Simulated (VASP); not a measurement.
Set up this calculation in VASP 6.6.1, as the native input.

```
Task                   : single point
Functional             : r2SCAN
Potentials or basis    : VASP PAW PBE potentials, release 64 (Al)
Cutoff                 : 440 eV
k mesh                 : 12 × 4 × 1
Occupations            : gaussian, width 0.1 eV
Spin                   : no spin polarisation
Dipole correction      : yes
Further INCAR settings : ALGO = Normal; EDIFF = 1e-06; NBANDS = 40; ISYM = 0
```

The system is Al, a slab with vacuum.

```
Al
1.0
     2.82220    0.00000    0.00000
    -1.41110    9.57911    0.00000
     0.00000    0.00000   24.45280
Al
17
Direct
  0.53808 0.07011 0.31025
  0.67217 0.34500 0.34494
  0.29886 0.59645 0.35536
  0.92864 0.85147 0.36065
  0.06797 0.13099 0.40564
  0.20283 0.40575 0.44334
  0.83164 0.66259 0.45224
  0.46127 0.91822 0.45941
  0.59765 0.19530 0.50000
  0.73403 0.47238 0.54059
  0.36366 0.72802 0.54776
  0.99247 0.98485 0.55666
  0.12733 0.25962 0.59436
  0.26666 0.53913 0.63935
  0.89645 0.79415 0.64464
  0.52313 0.04560 0.65506
  0.65722 0.32050 0.68975
```

These files were run (other wordings do the same):

POSCAR

```
Al
1.0
    2.8221979689      0.0000000000      0.0000000000
   -1.4110989845      9.5791097878      0.0000000000
    0.0000000000      0.0000000000     24.4528008093
Al
17
Direct
    0.5380843418      0.0701052676      0.3102533061
    0.6721675995      0.3450038235      0.3449427006
    0.2988565239      0.5964531561      0.3553627027
    0.9286422119      0.8514712694      0.3606547781
    0.0679713992      0.1309858656      0.4056426559
    0.2028301433      0.4057504715      0.4433403149
    0.8316403170      0.6625866031      0.4522352835
    0.4612725664      0.9182188850      0.4594093269
    0.5976512139      0.1953025933      0.5000000203
    0.7340292434      0.4723849960      0.5405905771
    0.3636620781      0.7280178773      0.5477646772
    0.9924717389      0.9848536390      0.5566598837
    0.1273308644      0.2596188885      0.5943572961
    0.2666599680      0.5391330822      0.6393452216
    0.8964459005      0.7941514057      0.6446372126
    0.5231346247      0.0456004884      0.6550573068
    0.6572180835      0.3204993245      0.6897467360
```

INCAR.step1

```
PREC = Accurate ; ENCUT = 440
ISMEAR = 0 ; SIGMA = 0.1
LREAL = False ; LASPH = True
NELM = 120 ; LDIPOL = True
IDIPOL = 3 ; DIPOL = 0.5 0.5 0.500
NBANDS = 40 ; ISYM = 0
GGA = PE ; ALGO = Normal
EDIFF = 1E-5 ; LWAVE = True
LCHARG = False ; GGA_COMPAT = False
NELMDL = -8
```

INCAR.step2

```
PREC = Accurate ; ENCUT = 440
EDIFF = 1E-6 ; ISMEAR = 0
SIGMA = 0.1 ; LREAL = False
LASPH = True ; NELM = 120
ALGO = Normal ; ISIF = 2
LWAVE = False ; LCHARG = False
LDIPOL = True ; IDIPOL = 3
DIPOL = 0.5 0.5 0.500 ; METAGGA = R2SCAN
LMIXTAU = True ; NBANDS = 40
ISYM = 0 ; ISTART = 1
GGA_COMPAT = False
```

KPOINTS

```
regular mesh
0
Gamma
  12 4 1
```

Potentials or basis: VASP PAW PBE potentials, release 64 (Al).

Command:

```bash
$ cat potpaw_PBE.64/Al/POTCAR > POTCAR
$ cp INCAR.step1 INCAR
$ mpirun -np 1 vasp_std > vasp.out
$ cp INCAR.step2 INCAR
$ mpirun -np 1 vasp_std > vasp.out
```

It gave:

```json
{
  "Largest force": "0.015 eV/Å",
  "Band gap on the k mesh": "zero (an odd number of electrons rules out a gap without spin polarisation)"
}
```

Caveat: the PAW data sets were made with another functional, which shifts forces and pressure a little.

It took 26 min on 1 thread of Intel(R) Xeon(R) 6975P-C (Granite Rapids), on a shared host, peak memory 0.75 GiB.
